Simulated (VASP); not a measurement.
# TeSe3 (Cmmm) in VASP: further runs

TeSe3 is run at these levels: PBE; tasks: single point, relaxation of cell and atoms.

Everything below comes from runs of VASP 6.6.1. Logs are shortened: lines on timing, memory, paths and dates and some standing lists are left out, and cuts for length are marked.

**1. The cell of the first run**

Symmetry: Cmmm, No. 65, orthorhombic system. The conventional cell has a = 5.848 Å, b = 8.285 Å, c = 4.142 Å, α = 90.00°, β = 90.00°, γ = 90.00°. Within 3.9 Å of Te (site symmetry mmm) lie 6 Se at 2.92 to 2.94 Å. Se (site symmetry mmm) has 4 Se at 2.92 Å and 2 Te at 2.92 Å within 3.8 Å. Within 3.8 Å of Se (site symmetry m2m) lie 4 Se at 2.92 Å and 2 Te at 2.94 Å.

**2. Single point, PBE**

INCAR reads:

```
SYSTEM = TeSe3
PREC = Accurate ; ENCUT = 520
EDIFF = 1E-7 ; ISMEAR = 0
SIGMA = 0.1 ; LREAL = .False.
LASPH = .True. ; NELM = 60
ALGO = Normal ; ISIF = 2
LWAVE = .False. ; LCHARG = .False.
GGA = PE ; NBANDS = 20
```

KPOINTS reads:

```
Automatic mesh
0
Gamma
  8 8 8
  0 0 0
```

POSCAR reads:

```
TeSe3
1.0
    2.9241056901     -4.1427424308      0.0000000000
    2.9241056901      4.1427424308      0.0000000000
    0.0000000000      0.0000000000      4.1418895581
Te Se
1 3
Direct
    0.0000000000      0.0000000000      0.5000000000
    0.5000000000      0.5000000000      0.5000000000
    0.7484730946      0.2515269054      0.0000000000
    0.2515269054      0.7484730946      0.0000000000
```

Potentials or basis: VASP PAW PBE potentials, release 64 (Te, Se).

The run is started by

```sh
$ cat potpaw_PBE.64/Te/POTCAR potpaw_PBE.64/Se/POTCAR > POTCAR
$ mpirun -np 1 vasp_std > vasp.out
```

OUTCAR:

```text
SYSTEM = TeSe3
   PREC = Accurate
   ENCUT = 520
   EDIFF = 1E-7
   ISMEAR = 0
   LREAL = .False.
   LASPH = .True.
   NELM = 60
   ISIF = 2
   GGA = PE

 ion  position               nearest neighbor table
   1  0.000  0.000  0.500-   2 2.92   2 2.92   4 2.94   3 2.94   4 2.94   3 2.94
   2  0.500  0.500  0.500-   1 2.92   1 2.92
   3  0.748  0.252  0.000-   1 2.94   1 2.94
   4  0.252  0.748  0.000-   1 2.94   1 2.94

  LATTYP: Found a base centered orthorhombic cell.
 ALAT       =     5.8482113802
 B/A-ratio  =     1.4167553672
 C/A-ratio  =     0.7082318488

  Lattice vectors:

 A1 = (   2.9241056901,  -4.1427424308,   0.0000000000)
 A2 = (   2.9241056901,   4.1427424308,   0.0000000000)
 A3 = (   0.0000000000,   0.0000000000,   4.1418895581)

Analysis of symmetry for initial positions (statically):
=====================================================================
 Subroutine PRICEL returns:
 Original cell was already a primitive cell.

 Routine SETGRP: Setting up the symmetry group for a
 base centered orthorhombic supercell.

 Subroutine GETGRP returns: Found  8 space group operations
 (whereof  8 operations were pure point group operations)
 out of a pool of  8 trial point group operations.

The static configuration has the point symmetry D_2h.

Analysis of symmetry for dynamics (positions and initial velocities):
=====================================================================
 Subroutine PRICEL returns:
 Original cell was already a primitive cell.

 Routine SETGRP: Setting up the symmetry group for a
 base centered orthorhombic supercell.

 Subroutine GETGRP returns: Found  8 space group operations
 (whereof  8 operations were pure point group operations)
 out of a pool of  8 trial point group operations.

The dynamic configuration has the point symmetry D_2h.

 Subroutine INISYM returns: Found  8 space group operations
 (whereof  8 operations are pure point group operations),
 and found     1 'primitive' translations

----------------------------------------------------------------------------------------

                                     Primitive cell

  volume of cell :     100.3482

  direct lattice vectors                    reciprocal lattice vectors
[... 87 lines left out ...]
   LSORBIT =      F    spin-orbit coupling
   LASPH  =      T    aspherical Exc in radial PAW
   ENCUT  =  520.0 eV  38.22 Ry    6.18 a.u.   9.43  9.43  7.70*2*pi/ulx,y,z
   NELM   =     60;   NELMIN=  2; NELMDL= -5     # of ELM steps
   EDIFF  = 0.1E-06   stopping-criterion for ELM
   LREAL  =      F    real-space projection
   EDIFFG = 0.1E-05   stopping-criterion for IOM
   NSW    =      0    number of steps for IOM
   IBRION =     -1    ionic relax: 0-MD 1-quasi-New 2-CG
   NFREE  =      0    steps in history (QN), initial steepest desc. (CG)
   ISIF   =      2    stress and relaxation
   ISYM   =      2    0-nonsym 1-usesym 2-fastsym
   POTIM  = 0.5000    time-step for ionic-motion
   TEBEG  =    0.0;   TEEND  =   0.0 temperature during run
   PSTRESS=    0.0 pullay stress
   NELECT =      24.0000    total number of electrons
   NUPDOWN=      -1.0000    fix difference up-down
   EMIN   =  10.00;   EMAX   =-10.00  energy-range for DOS
   EFERMI =   0.00;   METHOD = LEGACY
   ISMEAR =     0;   SIGMA  =   0.10  broadening in eV -4-tet -1-fermi 0-gaus
   EFERMI_NEDOS =   21; number of points for ismear=-14 and -15
   IALGO  =     38    algorithm
   IMIX   =      4    mixing-type and parameters
     AMIX     =   0.40;   BMIX     =  1.00
     AMIX_MAG =   1.60;   BMIX_MAG =  1.00
  volume/ion in A,a.u.               =      25.09       169.30
  Fermi-wavevector in a.u.,A,eV,Ry     =   1.016191  1.920323 14.049981  1.032644
  Thomas-Fermi vector in A             =   2.149521
   LORBIT       =      0    0 simple, 1 ext, 2 COOP (PROOUT), +10 PAW based schemes
   GGA     = PE    functional components
   LHFCALC =     F    Hartree Fock is set to
   AEXX    =    0.0000 exact exchange contribution
   IVDW    =     0    specifies the selected vdW correction
   LEPSILON=     F    determine dielectric tensor
   LRPA    =     F    only Hartree local field effects (RPA)
 non-spin polarized calculation
 Gauss-broadening in eV      SIGMA  =   0.10
  energy-cutoff  :      520.00
  volume of cell :      100.35
 maximum number of plane-waves:      2722
 NGX is ok and might be reduce to    40
   NGX = 19   NGY = 19   NGZ = 15

 number of electron      24.0000001 magnetization

 Free energy of the ion-electron system (eV)
  ---------------------------------------------------
  ext. energy  EPLUGINS =         0.00000000
  ---------------------------------------------------
  free energy    TOTEN  =       -13.14665274 eV

  energy without entropy =      -13.13782085  energy(sigma->0) =      -13.14223679

 E-fermi :   5.2317     XC(G=0):  -9.7202

 val. band max:        5.2146351122   @ k =   0.5000   0.0000   0.0000
 cond. band min:       5.2684416476   @ k =  -0.2500   0.1250   0.5000
 fundamental gap:      0.0538065354
 Fermi energy:         5.2316705406

 k-point     1 :       0.0000    0.0000    0.0000
  band No.  band energies     occupation
      1     -10.1389      2.00000
      2      -7.1255      2.00000
      3      -6.8667      2.00000
      4      -5.3637      2.00000
      5      -0.0150      2.00000
      6       0.2417      2.00000
[... 541 lines left out ...]
     19      12.0977      0.00000
     20      13.0440      0.00000

 [... further k-points ...]

------------------------ aborting loop because EDIFF is reached ----------------------------------------

  FORCE on cell =-STRESS in cart. coord.  units (eV):
  Direction    XX          YY          ZZ          XY          YZ          ZX
  --------------------------------------------------------------------------------------
  -------------------------------------------------------------------------------------
  Total       -0.0110066     -0.0118877     -0.0130716      0.0000000      0.0000000      0.0000000
  in kB       -0.1757331     -0.1898019     -0.2087033      0.0000000      0.0000000      0.0000000
  external PRESSURE =      -0.1914128 kB  Pullay stress =       0.0000000 kB

 VOLUME and BASIS-vectors are now :
 -----------------------------------------------------------------------------
  energy-cutoff  :      520.00
  volume of cell :      100.35
      direct lattice vectors                 reciprocal lattice vectors
     2.924105690 -4.142742431  0.000000000     0.170992451 -0.120692997  0.000000000
     2.924105690  4.142742431  0.000000000     0.170992451  0.120692997  0.000000000
     0.000000000  0.000000000  4.141889558     0.000000000  0.000000000  0.241435699

 POSITION                                       TOTAL-FORCE (eV/Angst)
 -----------------------------------------------------------------------------------
      0.00000      0.00000      2.07094         0.000000      0.000000      0.000000
      2.92411      0.00000      2.07094         0.000000      0.000000      0.000000
      2.92411     -2.05872      0.00000         0.000000     -0.001843      0.000000
      2.92411      2.05872      0.00000         0.000000      0.001843     -0.000000
 -----------------------------------------------------------------------------------
    total drift:                               -0.000000     -0.000000      0.000000

  FREE ENERGIE OF THE ION-ELECTRON SYSTEM (eV)
  ---------------------------------------------------
  free  energy   TOTEN  =       -13.1466527354 eV

  energy  without entropy=      -13.1378208450  energy(sigma->0) =      -13.14223679
```

OSZICAR:

```text
N       E                     dE             d eps       ncg     rms          rms(c)
DAV:   1     0.113515520095E+03    0.11352E+03   -0.98322E+03  4200   0.101E+03
DAV:   2    -0.503968849278E+01   -0.11856E+03   -0.11532E+03  5832   0.164E+02
DAV:   3    -0.131366178680E+02   -0.80969E+01   -0.80197E+01  5044   0.461E+01
DAV:   4    -0.132264159528E+02   -0.89798E-01   -0.89745E-01  4948   0.561E+00
DAV:   5    -0.132275608000E+02   -0.11448E-02   -0.11448E-02  5036   0.663E-01    0.105E+01
DAV:   6    -0.131357390194E+02    0.91822E-01   -0.55407E-01  4632   0.258E+00    0.640E+00
DAV:   7    -0.131449141372E+02   -0.91751E-02   -0.48398E-02  4736   0.112E+00    0.295E+00
DAV:   8    -0.131467519652E+02   -0.18378E-02   -0.53186E-03  4824   0.451E-01    0.398E-01
DAV:   9    -0.131466020914E+02    0.14987E-03   -0.94728E-04  4900   0.134E-01    0.309E-01
DAV:  10    -0.131466528514E+02   -0.50760E-04   -0.28346E-04  4708   0.892E-02    0.984E-02
DAV:  11    -0.131466513804E+02    0.14710E-05   -0.18702E-05  4792   0.248E-02    0.106E-02
DAV:  12    -0.131466520056E+02   -0.62519E-06   -0.20714E-06  4908   0.751E-03    0.612E-03
DAV:  13    -0.131466526487E+02   -0.64308E-06   -0.87341E-07  4732   0.509E-03    0.449E-03
DAV:  14    -0.131466527354E+02   -0.86752E-07   -0.16281E-07  3852   0.220E-03
   1 F= -.13146653E+02 E0= -.13142237E+02  d E =-.883189E-02
```

It took 3.9 min on 1 thread of Intel Xeon 8259CL, shared host; peak memory 0.35 GiB.

Results:

```
Free energy            : -13.1467 eV
Pressure               : 0.0 GPa
Band gap on the k mesh : zero (bands 12 and 13 overlap by 2.80 eV)
```

Levels at points of the mesh, in eV from the Fermi level:
```
           k point  band 8  band 9  band 10  band 11  band 12  band 13  band 14  band 15  band 16  band 17
(0.00, 0.00, 0.00)   -4.78   -1.40    -0.89    -0.87    -0.79     1.25     1.38     1.41     2.77     4.00
(0.50, 0.00, 0.00)   -3.50   -3.02    -2.91    -0.89    -0.49    -0.02     0.33     0.48     0.62     5.11
(0.50, 0.50, 0.00)   -3.17   -2.85    -2.69    -2.57    -2.56     2.05     2.71     2.76     3.09     5.49
(0.00, 0.00, 0.50)   -4.68   -2.85    -2.70    -2.57    -2.56     2.05     2.78     2.78     3.10     3.91
(0.50, 0.00, 0.50)   -4.52   -1.97    -1.97    -1.82    -1.45     0.96     1.25     1.60     1.78     6.67
(0.50, 0.50, 0.50)   -4.99   -1.40    -0.88    -0.87    -0.79     2.19     2.71     2.75     3.21     6.04
```

Caveat: spin-orbit coupling is left out, which moves the levels of the heavy elements.

**3. Relaxation of cell and atoms, PBE**

INCAR reads:

```
SYSTEM = TeSe3
ALGO = Normal
EDIFF = 1E-6
EDIFFG = -0.001
ENCUT = 600
GGA = PE
IBRION = 2
ISIF = 3
ISMEAR = 0
LASPH = .TRUE.
LCHARG = .FALSE.
LREAL = .FALSE.
LWAVE = .FALSE.
NELM = 100
NSW = 80
PREC = Accurate
SIGMA = 0.1
```

KPOINTS reads:

```
k-points
0
G
  8 8 8
  0 0 0
```

POSCAR reads:

```
TeSe3
1.0
    2.9239486483     -4.1432328678      0.0000000000
    2.9239486483      4.1432328678      0.0000000000
    0.0000000000      0.0000000000      4.1419764515
Te Se
1 3
Direct
    0.0000000000      0.0000000000      0.5000000000
    0.5000000000      0.5000000000      0.5000000000
    0.7484695738      0.2515304262      0.0000000000
    0.2515304262      0.7484695738      0.0000000000
```

Potentials or basis: VASP PAW PBE potentials, release 64 (Te, Se).

The run is started by

```sh
$ cat potpaw_PBE.64/Te/POTCAR potpaw_PBE.64/Se/POTCAR > POTCAR
$ mpirun -np 1 vasp_std > vasp.out
```

OUTCAR:

```text
SYSTEM = TeSe3
   EDIFF = 1E-6
   EDIFFG = -0.001
   ENCUT = 600
   GGA = PE
   IBRION = 2
   ISIF = 3
   ISMEAR = 0
   LASPH = .TRUE.
   LREAL = .FALSE.
   NELM = 100
   NSW = 80
   PREC = Accurate

 ion  position               nearest neighbor table
   1  0.000  0.000  0.500-   2 2.92   2 2.92   4 2.94   3 2.94   4 2.94   3 2.94
   2  0.500  0.500  0.500-   1 2.92   1 2.92
   3  0.748  0.252  0.000-   1 2.94   1 2.94
   4  0.252  0.748  0.000-   1 2.94   1 2.94

  LATTYP: Found a base centered orthorhombic cell.
 ALAT       =     5.8478972966
 B/A-ratio  =     1.4169991905
 C/A-ratio  =     0.7082847460

  Lattice vectors:

 A1 = (   2.9239486483,  -4.1432328678,   0.0000000000)
 A2 = (   2.9239486483,   4.1432328678,   0.0000000000)
 A3 = (   0.0000000000,   0.0000000000,   4.1419764515)

Analysis of symmetry for initial positions (statically):
=====================================================================
 Subroutine PRICEL returns:
 Original cell was already a primitive cell.

 Routine SETGRP: Setting up the symmetry group for a
 base centered orthorhombic supercell.

 Subroutine GETGRP returns: Found  8 space group operations
 (whereof  8 operations were pure point group operations)
 out of a pool of  8 trial point group operations.

The static configuration has the point symmetry D_2h.

Analysis of symmetry for dynamics (positions and initial velocities):
=====================================================================
 Subroutine PRICEL returns:
 Original cell was already a primitive cell.

 Routine SETGRP: Setting up the symmetry group for a
 base centered orthorhombic supercell.

 Subroutine GETGRP returns: Found  8 space group operations
 (whereof  8 operations were pure point group operations)
 out of a pool of  8 trial point group operations.

The dynamic configuration has the point symmetry D_2h.

[... 146 lines left out ...]
 Free energy of the ion-electron system (eV)
  ---------------------------------------------------
  ext. energy  EPLUGINS =         0.00000000
  ---------------------------------------------------
  free energy    TOTEN  =       -13.14668143 eV

  energy without entropy =      -13.13783605  energy(sigma->0) =      -13.14225874

------------------------ aborting loop because EDIFF is reached ----------------------------------------

  FORCE on cell =-STRESS in cart. coord.  units (eV):
  Direction    XX          YY          ZZ          XY          YZ          ZX
  --------------------------------------------------------------------------------------
  -------------------------------------------------------------------------------------
  Total       -0.0107705     -0.0219042     -0.0213192     -0.0000000      0.0000000      0.0000000
  in kB       -0.1719484     -0.3496971     -0.3403564     -0.0000000      0.0000000      0.0000000
  external PRESSURE =      -0.2873340 kB  Pullay stress =       0.0000000 kB
[... 95 lines left out ...]
  FREE ENERGIE OF THE ION-ELECTRON SYSTEM (eV)
  ---------------------------------------------------
  free  energy   TOTEN  =       -13.1466873737 eV

  energy  without entropy=      -13.1378558612  energy(sigma->0) =      -13.14227162

[... ionic steps 4 to 13 ...]

--------------------------------------- Ionic step       14  -------------------------------------------

 number of electron      24.0000002 magnetization

------------------------ aborting loop because EDIFF is reached ----------------------------------------
[... 71 lines left out ...]
--------------------------------------- Ionic step       16  -------------------------------------------

 number of electron      24.0000002 magnetization

 Free energy of the ion-electron system (eV)
  ---------------------------------------------------
  ext. energy  EPLUGINS =         0.00000000
  ---------------------------------------------------
  free energy    TOTEN  =       -13.14668714 eV

  energy without entropy =      -13.13784806  energy(sigma->0) =      -13.14226760

 E-fermi :   5.2343     XC(G=0):  -9.7212

 val. band max:        5.2164239608   @ k =   0.5000   0.0000   0.0000
 cond. band min:       5.2701837920   @ k =  -0.2500   0.1250   0.5000
 fundamental gap:      0.0537598313
 Fermi energy:         5.2342634501

 k-point     1 :       0.0000    0.0000    0.0000
  band No.  band energies     occupation
      1     -10.1380      2.00000
      2      -7.1233      2.00000
      3      -6.8649      2.00000
      4      -5.3616      2.00000
      5      -0.0144      2.00000
      6       0.2424      2.00000
[... 433 lines left out ...]
      3      -6.8665      2.00000
      4      -5.5537      2.00000
      5       0.2882      2.00000
      6       0.5047      2.00000
[... 8 lines left out ...]
     15       6.9394      0.00000
     16       7.5478      0.00000

 [... further k-points ...]

------------------------ aborting loop because EDIFF is reached ----------------------------------------

  FORCE on cell =-STRESS in cart. coord.  units (eV):
  Direction    XX          YY          ZZ          XY          YZ          ZX
  --------------------------------------------------------------------------------------
  -------------------------------------------------------------------------------------
  Total       -0.0004790     -0.0022633     -0.0020921      0.0000000      0.0000000      0.0000000
  in kB       -0.0076488     -0.0361439     -0.0334104      0.0000000      0.0000000      0.0000000
  external PRESSURE =      -0.0257344 kB  Pullay stress =       0.0000000 kB
[... 19 lines left out ...]
  FREE ENERGIE OF THE ION-ELECTRON SYSTEM (eV)
  ---------------------------------------------------
  free  energy   TOTEN  =       -13.1466871359 eV

  energy  without entropy=      -13.1378480624  energy(sigma->0) =      -13.14226760

 reached required accuracy - stopping structural energy minimisation
```

OSZICAR:

```text
N       E                     dE             d eps       ncg     rms          rms(c)
DAV:   1     0.133873860610E+03    0.13387E+03   -0.10928E+04  3360   0.142E+03
DAV:   2    -0.443312626389E+01   -0.13831E+03   -0.13638E+03  4808   0.200E+02
DAV:   3    -0.131279129571E+02   -0.86948E+01   -0.86435E+01  4200   0.589E+01
DAV:   4    -0.132264712034E+02   -0.98558E-01   -0.98140E-01  4096   0.701E+00
[... 70 lines left out ...]
DAV:   2    -0.131466875674E+02    0.14301E-06   -0.25991E-07  1704   0.317E-03
  15 F= -.13146688E+02 E0= -.13142275E+02  d E =-.242739E-06
       N       E                     dE             d eps       ncg     rms          rms(c)
DAV:   1    -0.131466889674E+02   -0.12569E-05   -0.70197E-05  3424   0.466E-02    0.725E-03
DAV:   2    -0.131466877540E+02    0.12134E-05   -0.23782E-06  2352   0.947E-03    0.318E-03
DAV:   3    -0.131466871359E+02    0.61805E-06   -0.93185E-07  1776   0.559E-03
  16 F= -.13146687E+02 E0= -.13142268E+02  d E =0.188797E-06
```

CONTCAR:

```text
TeSe3
   1.00000000000000
     2.9237683216423478   -4.1427542623762328    0.0000000000000000
     2.9237683216423478    4.1427542623762328    0.0000000000000000
     0.0000000000000000    0.0000000000000000    4.1414751255831677
  Te              Se
     1     3
Direct
     0.0000000000000000    0.0000000000000000    0.5000000000000000
     0.5000000000000000    0.5000000000000000    0.5000000000000000
     0.7484997971776267    0.2515002028223736    0.0000000000000000
     0.2515002028223736    0.7484997971776267    0.0000000000000000

  0.00000000E+00  0.00000000E+00  0.00000000E+00
  0.00000000E+00  0.00000000E+00  0.00000000E+00
  0.00000000E+00  0.00000000E+00  0.00000000E+00
  0.00000000E+00  0.00000000E+00  0.00000000E+00
```

Run time: 14 min. Hardware: 1 thread of Intel Xeon 8259CL, shared host; peak memory 0.4 GiB.

Results:

```
Free energy                           : -13.1467 eV
Relaxed volume                        : 25.08 Å³/atom
Relaxed cell                          : a = 5.071 Å, b = 5.071 Å, c = 4.141 Å, α = 90.00°, β = 90.00°, γ = 109.57°
Space group after relaxing (to 0.1 Å) : Cmmm (No. 65)
Energy gained by relaxing             : 0.0 meV/atom
Ionic steps                           : 16
Pressure after relaxing               : 0.0 GPa
Band gap on the k mesh                : zero (bands 12 and 13 overlap by 2.80 eV)
```

Final structure:
```
Te Se
1.0
     2.92377   -4.14275    0.00000
     2.92377    4.14275    0.00000
     0.00000    0.00000    4.14148
Te Se
1 3
Direct
  0.00000 0.00000 0.50000
  0.50000 0.50000 0.50000
  0.74850 0.25150 0.00000
  0.25150 0.74850 0.00000
```

Caveat: spin-orbit coupling is left out, which moves the levels of the heavy elements.
